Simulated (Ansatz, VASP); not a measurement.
Ge2Sb2Te5: VASP beside Ansatz

Contents of INCAR:

```
  PREC = Accurate
  ENCUT = 520
  EDIFF = 1E-7
  ISMEAR = 0
  SIGMA = 0.03
  LREAL = F
  LASPH = T
  NELM = 100
  ALGO = Normal
  ISIF = 2
  LWAVE = F
  LCHARG = T
  GGA = PE
  LELF = T
  LVHAR = T
  NBANDS = 44
```

The input KPOINTS:

```
regular mesh
0
Gamma
  12 12 2
```

POSCAR

```
Ge2Sb2Te5
1.0
    3.8628321177      0.0000000000      0.0000000000
   -1.9314160588      3.3453107445      0.0000000000
    0.0000000000      0.0000000000     18.5141680570
Ge Sb Te
2 2 5
Direct
    0.0000000000      0.0000000000      0.3313200918
    0.0000000000      0.0000000000      0.6686799082
    0.3333333333      0.6666666667      0.1120971408
    0.6666666667      0.3333333333      0.8879028592
    0.0000000000      0.0000000000      0.0000000000
    0.3333333333      0.6666666667      0.7914345914
    0.6666666667      0.3333333333      0.2085654086
    0.3333333333      0.6666666667      0.4096023866
    0.6666666667      0.3333333333      0.5903976134
```

Input for Ansatz:

```yaml
crystal:
  lattice:
    - [3.8628321177, 0.0, 0.0]
    - [-1.9314160588, 3.3453107445, 0.0]
    - [0.0, 0.0, 18.514168057]
  atoms:
    - { symbol: Ge, position: [0.0, 0.0, 0.3313200918] }
    - { symbol: Ge, position: [0.0, 0.0, 0.6686799082] }
    - { symbol: Sb, position: [0.3333333333, 0.6666666667, 0.1120971408] }
    - { symbol: Sb, position: [0.6666666667, 0.3333333333, 0.8879028592] }
    - { symbol: Te, position: [0.0, 0.0, 0.0] }
    - { symbol: Te, position: [0.3333333333, 0.6666666667, 0.7914345914] }
    - { symbol: Te, position: [0.6666666667, 0.3333333333, 0.2085654086] }
    - { symbol: Te, position: [0.3333333333, 0.6666666667, 0.4096023866] }
    - { symbol: Te, position: [0.6666666667, 0.3333333333, 0.5903976134] }
basis:
  ecutwfc: 420
kpoints:
  mp_grid: { grid: [12, 12, 2] }
hamiltonian:
  xc: pbe
scf:
  occupations: { method: gaussian, width: 0.03 }
output:
  forces: true
  stress: true
  eigenvalues: true
```

Alike in both runs: task single point; functional PBE; k mesh 12 × 12 × 2; occupations gaussian, width 0.03 eV; no spin polarisation.

|  | VASP | Ansatz |
| --- | --- | --- |
| version | VASP 6.6.1 | Ansatz 0.2.0 |
| potentials or method | VASP PAW PBE potentials, release 64 (Ge_d, Sb, Te), cutoff 520 eV | scalar-relativistic, plane waves, PAW |
| valence electrons in the cell | 68 | 138 |

|  | VASP | Ansatz | Ansatz less VASP |
| --- | --- | --- | --- |
| gap on the k mesh at the Fermi level (eV) | none | none | - |
| pressure (GPa) | 11.6 | 11.5 | -0.08 |
| traceless stress, the component that is largest in VASP (GPa) | -2.55 | -2.62 | -0.069 |
| rms of the force components (eV/Å) | 0.563 | 0.539 | -0.0233 |

Atom by atom the forces differ by 0.024 eV/Å (rms over components). A gap of «none» marks a metal or a gap that the smearing closes. The functional is the same, so the differences come from potentials, cutoffs and numerics. VASP's potentials hold 68 valence electrons a cell and Ansatz's 138, so a difference there can come from the potentials and not from the codes.

Spin-orbit coupling is off throughout.
